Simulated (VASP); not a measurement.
# Ru (Fd-3m) in VASP: a series of runs

Runs on Ru. Level: PBE. Tasks: relaxation of cell and atoms.

Everything below comes from runs of VASP 6.6.1. Logs are shortened: lines on timing, memory, paths and dates and some standing lists are left out, and cuts for length are marked.

**1. The cell of the first run**

It takes space group Fd-3m (No. 227, cubic). The conventional cell has a = 4.895 Å, b = 4.895 Å, c = 4.895 Å, α = 90.00°, β = 90.00°, γ = 90.00°. Ru (site symmetry -43m) has 4 Ru at 2.12 Å within 2.8 Å.

**2. Relaxation of cell and atoms, PBE, target pressure 48 GPa, at which the enthalpy is minimised**

The input, INCAR:

```
SYSTEM = Ru
  PREC = Accurate
  ENCUT = 600
  EDIFF = 1E-6
  ISMEAR = -1
  SIGMA = 0.1
  LREAL = .FALSE.
  LASPH = .TRUE.
  NELM = 100
  ALGO = Normal
  ISIF = 3
  LWAVE = .FALSE.
  LCHARG = .FALSE.
  GGA = PE
  IBRION = 2
  NSW = 60
  EDIFFG = -0.005
  PSTRESS = 480.0
```

The input, KPOINTS:

```
Automatic mesh
0
G
  13 13 13
  0 0 0
```

The input, POSCAR:

```
Ru
1.0
    0.0000000000      2.4473219326      2.4473219326
    2.4473219326      0.0000000000      2.4473219326
    2.4473219326      2.4473219326      0.0000000000
Ru
2
Direct
   -0.1250000000     -0.1250000000     -0.1250000000
    0.1250000000      0.1250000000      0.1250000000
```

Potentials or basis: VASP PAW PBE potentials, release 64 (Ru_pv).

Started as:

```sh
cat potpaw_PBE.64/Ru_pv/POTCAR > POTCAR
mpirun -np 1 vasp_std > vasp.out
```

OUTCAR:

```text
SYSTEM = Ru
   PREC = Accurate
   ENCUT = 600
   EDIFF = 1E-6
   ISMEAR = -1
   LREAL = .FALSE.
   LASPH = .TRUE.
   NELM = 100
   ISIF = 3
   GGA = PE
   IBRION = 2
   NSW = 60
   EDIFFG = -0.005
   PSTRESS = 480.0

 ion  position               nearest neighbor table
   1  0.875  0.875  0.875-   2 2.12   2 2.12   2 2.12   2 2.12
   2  0.125  0.125  0.125-   1 2.12   1 2.12   1 2.12   1 2.12

  LATTYP: Found a face centered cubic cell.
 ALAT       =     4.8946438652

  Lattice vectors:

 A1 = (   0.0000000000,   2.4473219326,   2.4473219326)
 A2 = (   2.4473219326,   0.0000000000,   2.4473219326)
 A3 = (   2.4473219326,   2.4473219326,   0.0000000000)

Analysis of symmetry for initial positions (statically):
[... 6 lines left out ...]

 Subroutine GETGRP returns: Found 48 space group operations
 (whereof 12 operations were pure point group operations)
 out of a pool of 48 trial point group operations.

The static configuration has the point symmetry D_3d.
 The point group associated with its full space group is O_h .

Analysis of symmetry for dynamics (positions and initial velocities):
[... 6 lines left out ...]

 Subroutine GETGRP returns: Found 48 space group operations
 (whereof 12 operations were pure point group operations)
 out of a pool of 48 trial point group operations.

The dynamic configuration has the point symmetry D_3d.
 The point group associated with its full space group is O_h .

 Subroutine INISYM returns: Found 48 space group operations
 (whereof 12 operations are pure point group operations),
 and found     1 'primitive' translations

----------------------------------------------------------------------------------------

                                     Primitive cell

  volume of cell :      29.3159

  direct lattice vectors                    reciprocal lattice vectors
     0.000000000  2.447321933  2.447321933    -0.204304956  0.204304956  0.204304956
     2.447321933  0.000000000  2.447321933     0.204304956 -0.204304956  0.204304956
     2.447321933  2.447321933  0.000000000     0.204304956  0.204304956 -0.204304956

  length of vectors
     3.461035869  3.461035869  3.461035869     0.353866564  0.353866564  0.353866564

  position of ions in fractional coordinates (direct lattice)
     0.875000000  0.875000000  0.875000000
     0.125000000  0.125000000  0.125000000

  ion indices of the primitive-cell ions
   primitive index   ion index
                 1           1
                 2           2

----------------------------------------------------------------------------------------

 KPOINTS: Automatic mesh

Automatic generation of k-mesh.
 Grid dimensions read from file:
 generate k-points for:   13   13   13

 Generating k-lattice:

  Cartesian coordinates                     Fractional coordinates (reciprocal lattice)
    -0.015715766  0.015715766  0.015715766     0.076923077  0.000000000  0.000000000
     0.015715766 -0.015715766  0.015715766     0.000000000  0.076923077  0.000000000
     0.015715766  0.015715766 -0.015715766     0.000000000  0.000000000  0.076923077

  Length of vectors
     0.027220505  0.027220505  0.027220505

  Shift w.r.t. Gamma in fractional coordinates (k-lattice)
     0.000000000  0.000000000  0.000000000

 Subroutine IBZKPT returns following result:
 ===========================================

 Found     84 irreducible k-points:

 Following reciprocal coordinates:
            Coordinates               Weight
  0.000000  0.000000  0.000000      1.000000
  0.076923  0.000000  0.000000      8.000000
  0.153846  0.000000  0.000000      8.000000
  0.230769  0.000000  0.000000      8.000000
  0.307692  0.000000  0.000000      8.000000
  0.384615  0.000000  0.000000      8.000000
[... 16 lines left out ...]
  0.384615  0.153846  0.000000     24.000000
  0.461538  0.153846  0.000000     24.000000
 [... further k-points ...]
   k-points           NKPTS =     84   k-points in BZ     NKDIM =     84   number of bands    NBANDS=     18
   number of dos      NEDOS =    301   number of ions     NIONS =      2
   total plane-waves  NPLWV =  21952
   dimension x,y,z NGX =    28 NGY =   28 NGZ =   28
   dimension x,y,z NGXF=    56 NGYF=   56 NGZF=   56
   ions per type =               2
   NGX,Y,Z   is equivalent  to a cutoff of  13.45, 13.45, 13.45 a.u.
   NGXF,Y,Z  is equivalent  to a cutoff of  26.90, 26.90, 26.90 a.u.
 SYSTEM =  Ru
   PREC   = accura    normal or accurate (medium, high low for compatibility)
   ISTART =      0    job   : 0-new  1-cont  2-samecut
   ICHARG =      2    charge: 1-file 2-atom 10-const
   ISPIN  =      1    spin polarized calculation?
   LNONCOLLINEAR =      F non collinear calculations
   LSORBIT =      F    spin-orbit coupling
   LASPH  =      T    aspherical Exc in radial PAW
   ENCUT  =  600.0 eV  44.10 Ry    6.64 a.u.   6.91  6.91  6.91*2*pi/ulx,y,z
   NELM   =    100;   NELMIN=  2; NELMDL= -5     # of ELM steps
   EDIFF  = 0.1E-05   stopping-criterion for ELM
   LREAL  =      F    real-space projection
   EDIFFG = -.5E-02   stopping-criterion for IOM
   NSW    =     60    number of steps for IOM
   IBRION =      2    ionic relax: 0-MD 1-quasi-New 2-CG
   NFREE  =      1    steps in history (QN), initial steepest desc. (CG)
   ISIF   =      3    stress and relaxation
   ISYM   =      2    0-nonsym 1-usesym 2-fastsym
   POTIM  = 0.5000    time-step for ionic-motion
   TEBEG  =    0.0;   TEEND  =   0.0 temperature during run
   PSTRESS=  480.0 pullay stress
   NELECT =      28.0000    total number of electrons
   NUPDOWN=      -1.0000    fix difference up-down
   EMIN   =  10.00;   EMAX   =-10.00  energy-range for DOS
   EFERMI =   0.00;   METHOD = LEGACY
   ISMEAR =    -1;   SIGMA  =   0.10  broadening in eV -4-tet -1-fermi 0-gaus
   EFERMI_NEDOS =   21; number of points for ismear=-14 and -15
   IALGO  =     38    algorithm
   IMIX   =      4    mixing-type and parameters
     AMIX     =   0.40;   BMIX     =  1.00
     AMIX_MAG =   1.60;   BMIX_MAG =  1.00
  volume/ion in A,a.u.               =      14.66        98.92
  Fermi-wavevector in a.u.,A,eV,Ry     =   1.612228  3.046669 35.365331  2.599278
  Thomas-Fermi vector in A             =   2.707491
   LORBIT       =      0    0 simple, 1 ext, 2 COOP (PROOUT), +10 PAW based schemes
   GGA     = PE    functional components
   LHFCALC =     F    Hartree Fock is set to
   AEXX    =    0.0000 exact exchange contribution
   IVDW    =     0    specifies the selected vdW correction
   LEPSILON=     F    determine dielectric tensor
   LRPA    =     F    only Hartree local field effects (RPA)
 conjugate gradient relaxation of ions
 non-spin polarized calculation
  energy-cutoff  :      600.00
  volume of cell :       29.32
 maximum number of plane-waves:       992
   NGX = 13   NGY = 13   NGZ = 13

--------------------------------------- Ionic step        1  -------------------------------------------

 number of electron      27.9999995 magnetization

 Free energy of the ion-electron system (eV)
  ---------------------------------------------------
  ext. energy  EPLUGINS =         0.00000000
  ---------------------------------------------------
  free energy    TOTEN  =       -13.11038418 eV

  energy without entropy =      -13.06781187  energy(sigma->0) =      -13.08909803

 E-fermi :  11.8526     XC(G=0): -13.1787

 val. band max:       11.8458479128   @ k =   0.3846   0.3077   0.0000
 cond. band min:      11.9776008154   @ k =   0.3846   0.0000   0.0000
 fundamental gap:      0.1317529027
 Fermi energy:        11.8525638237

 k-point     1 :       0.0000    0.0000    0.0000
  band No.  band energies     occupation
      1     -32.5110      2.00000
      2     -32.5110      2.00000
      3     -32.5110      2.00000
      4     -30.4967      2.00000
      5     -30.4967      2.00000
      6     -30.4967      2.00000
[... 10 lines left out ...]
     17      14.9428      0.00000
     18      22.5906      0.00000
[... 466 lines left out ...]
      2     -32.8097      2.00000
      3     -32.2457      2.00000
      4     -30.7379      2.00000
      5     -30.1502      2.00000
      6     -30.0751      2.00000
[... 10 lines left out ...]
     17      14.7309      0.00000
     18      17.3576      0.00000

 [... further k-points ...]
[... 5 lines left out ...]
  --------------------------------------------------------------------------------------
  -------------------------------------------------------------------------------------
  Total       21.1555304     21.1555304     21.1555304     -0.0000000     -0.0000000      0.0000000
  in kB     1156.1952958   1156.1952958   1156.1952958     -0.0000000     -0.0000000      0.0000000
  external PRESSURE =     676.1952958 kB  Pullay stress =     480.0000000 kB
[... 23 lines left out ...]
  enthalpy is  TOTEN    =        -4.3275646811 eV   P V=        8.7828195027

--------------------------------------- Ionic step        2  -------------------------------------------

 number of electron      27.9999990 magnetization

 E-fermi :   2.5140     XC(G=0):  -9.0069

 val. band max:        2.5064294334   @ k =   0.4615   0.0000   0.0000
 cond. band min:       2.5159916790   @ k =   0.3077   0.1538   0.0769
 fundamental gap:      0.0095622456
 Fermi energy:         2.5140142172

 k-point     1 :       0.0000    0.0000    0.0000
  band No.  band energies     occupation
      1     -39.8079      2.00000
      2     -39.8079      2.00000
      3     -39.8079      2.00000
      4     -39.5852      2.00000
      5     -39.5852      2.00000
      6     -39.5852      2.00000
[... 10 lines left out ...]
     17       3.2936      0.00082
     18      12.3906      0.00000
[... 466 lines left out ...]
      2     -39.8334      2.00000
      3     -39.7736      2.00000
      4     -39.6233      2.00000
      5     -39.5611      2.00000
      6     -39.5558      2.00000
[... 10 lines left out ...]
     17       3.3784      0.00035
     18       4.9409      0.00000

 [... further k-points ...]
[... 5 lines left out ...]
  --------------------------------------------------------------------------------------
  -------------------------------------------------------------------------------------
  Total       -9.8906416     -9.8906416     -9.8906416      0.0000000      0.0000000     -0.0000000
  in kB     -246.9220420   -246.9220420   -246.9220420      0.0000000      0.0000000     -0.0000000
  external PRESSURE =    -726.9220420 kB  Pullay stress =     480.0000000 kB
[... 213 lines left out ...]
  enthalpy is  TOTEN    =        -5.1451558341 eV   P V=        9.9983474580

--------------------------------------- Ionic step        8  -------------------------------------------

 number of electron      27.9999993 magnetization

 Free energy of the ion-electron system (eV)
  ---------------------------------------------------
  ext. energy  EPLUGINS =         0.00000000
  ---------------------------------------------------
  free energy    TOTEN  =       -15.24033051 eV

  energy without entropy =      -15.19054786  energy(sigma->0) =      -15.21543918

 E-fermi :   9.6007     XC(G=0): -12.3687

 val. band max:        9.5999193872   @ k =   0.3077   0.1538   0.0769
 cond. band min:       9.6403402808   @ k =   0.3846   0.0000   0.0000
 fundamental gap:      0.0404208936
 Fermi energy:         9.6007089593

 k-point     1 :       0.0000    0.0000    0.0000
  band No.  band energies     occupation
      1     -34.1335      2.00000
      2     -34.1335      2.00000
      3     -34.1335      2.00000
      4     -32.7033      2.00000
      5     -32.7033      2.00000
      6     -32.7033      2.00000
[... 10 lines left out ...]
     17      12.0955      0.00000
     18      20.3926      0.00000
[... 466 lines left out ...]
      2     -34.3373      2.00000
      3     -33.9426      2.00000
      4     -32.8940      2.00000
      5     -32.4779      2.00000
      6     -32.4302      2.00000
[... 10 lines left out ...]
     17      11.9983      0.00000
     18      14.3544      0.00000

 [... further k-points ...]
[... 5 lines left out ...]
  --------------------------------------------------------------------------------------
  -------------------------------------------------------------------------------------
  Total       10.0925261     10.0925261     10.0925261      0.0000000     -0.0000000     -0.0000000
  in kB      480.0341100    480.0341100    480.0341100      0.0000000     -0.0000000     -0.0000000
  external PRESSURE =       0.0341100 kB  Pullay stress =     480.0000000 kB
[... 17 lines left out ...]
  FREE ENERGIE OF THE ION-ELECTRON SYSTEM (eV)
  ---------------------------------------------------
  free  energy   TOTEN  =       -15.2403305081 eV

  energy  without entropy=      -15.1905478565  energy(sigma->0) =      -15.21543918

  enthalpy is  TOTEN    =        -5.1485215639 eV   P V=       10.0918089442

 reached required accuracy - stopping structural energy minimisation
```

Wall time 3.3 min (1 thread of Intel Xeon 6975P-C, shared host); peak memory 0.19 GiB.

Results:

```yaml
Free_energy: -15.2403 eV
Relaxed_volume: 16.84 Å³/atom
Relaxed_cell: a = 3.625 Å, b = 3.625 Å, c = 3.625 Å, α = 60.00°, β = 60.00°, γ = 60.00°
Space_group_after_relaxing_to_0.05_Å: Fd-3m (No. 227)
Energy_change_on_relaxing_the_enthalpy_is_what_falls: -1065.0 meV/atom
Ionic_steps: 8
Pressure_after_relaxing: 48.0 GPa
Band_gap_on_the_k_mesh: zero (band 14 reaches 10.11 eV, above the bottom of band 15 at 8.99 eV)
```

Step by step:
```tsv
step	energy change (eV)	largest force (eV/Å)	pressure (GPa)	volume (Å³)
1	0.0000	0.0000	115.62	29.32
2	-0.1414	0.0000	-24.69	64.18
3	-2.5683	0.0000	30.69	35.49
4	-2.2088	0.0000	45.08	33.96
5	-2.1288	0.0000	48.11	33.68
6	-2.1559	0.0000	47.06	33.77
7	-2.0331	0.0000	51.51	33.37
8	-2.1299	0.0000	48.00	33.69
```

Final structure:
```yaml
crystal:
  lattice:
    - [0.00000, 2.56332, 2.56332]
    - [2.56332, 0.00000, 2.56332]
    - [2.56332, 2.56332, 0.00000]
  atoms:
    - { symbol: Ru, position: [0.87500, 0.87500, 0.87500] }
    - { symbol: Ru, position: [0.12500, 0.12500, 0.12500] }
```

Levels at points of the mesh, in eV from the Fermi level:
| k point | band 10 | band 11 | band 12 | band 13 | band 14 | band 15 | band 16 | band 17 | band 18 |
| --- | --- | --- | --- | --- | --- | --- | --- | --- | --- |
| (0.00, 0.00, 0.00) | -3.86 | -3.86 | -3.86 | -0.54 | -0.54 | -0.54 | 2.49 | 2.49 | 10.79 |

Caveat: the cell is relaxed towards a set pressure, so the enthalpy falls and the energy may rise.

**3. Relaxation of cell and atoms, PBE, target pressure 48 GPa, at which the enthalpy is minimised**

This run uses another cell than the first one, of 16.80 Å³/atom, 1.146 times its volume.

The input, INCAR:

```
ALGO = Normal
EDIFF = 1E-6
EDIFFG = -0.005
ENCUT = 600
GGA = PE
IBRION = 2
ISIF = 3
ISMEAR = -1
LASPH = T
LCHARG = F
LREAL = F
LWAVE = F
NELM = 100
NSW = 32
PREC = Accurate
PSTRESS = 480.0
SIGMA = 0.1
```

The input, KPOINTS:

```
k-points
0
Gamma
  13 13 13
```

The input, POSCAR:

```
Ru
1.0
    0.0000000000      2.5609151524      2.5609151524
    2.5609151524      0.0000000000      2.5609151524
    2.5609151524      2.5609151524      0.0000000000
Ru
2
Direct
   -0.1250000000     -0.1250000000     -0.1250000000
    0.1250000000      0.1250000000      0.1250000000
```

Potentials or basis: VASP PAW PBE potentials, release 64 (Ru_pv).

Started as:

```sh
cat potpaw_PBE.64/Ru_pv/POTCAR > POTCAR
mpirun -np 1 vasp_std > vasp.out
```

It took 1.8 min on 1 thread of Intel Xeon 6975P-C, shared host; peak memory 0.21 GiB.

Results (log left out):

* Free energy: -15.2444 eV
* Relaxed volume: 16.84 Å³/atom
* Relaxed cell: a = 3.625 Å, b = 3.625 Å, c = 3.625 Å, α = 60.00°, β = 60.00°, γ = 60.00°
* Space group after relaxing (to 0.05 Å): Fd-3m (No. 227)
* Energy change on relaxing (the enthalpy is what falls): -14.3 meV/atom
* Ionic steps: 3
* Pressure after relaxing: 48.0 GPa
* Band gap on the k mesh: zero (band 14 reaches 10.11 eV, above the bottom of band 15 at 8.99 eV)

Step by step:
| step | energy change (eV) | largest force (eV/Å) | pressure (GPa) | volume (Å³) |
| --- | --- | --- | --- | --- |
| 1 | 0.0000 | 0.0000 | 49.03 | 33.59 |
| 2 | -0.1528 | 0.0000 | 43.39 | 34.12 |
| 3 | -0.0287 | 0.0000 | 48.02 | 33.69 |

Final structure:
```
Ru
1.0
     0.00000    2.56332    2.56332
     2.56332    0.00000    2.56332
     2.56332    2.56332    0.00000
Ru
2
Direct
  0.87500 0.87500 0.87500
  0.12500 0.12500 0.12500
```

Levels at points of the mesh, in eV from the Fermi level:
```csv
k point,band 11,band 12,band 13,band 14,band 15,band 16,band 17,band 18
"(0.00, 0.00, 0.00)",-3.86,-3.86,-0.54,-0.54,-0.54,2.49,2.49,10.79
```

Caveat: the cell is relaxed towards a set pressure, so the enthalpy falls and the energy may rise.
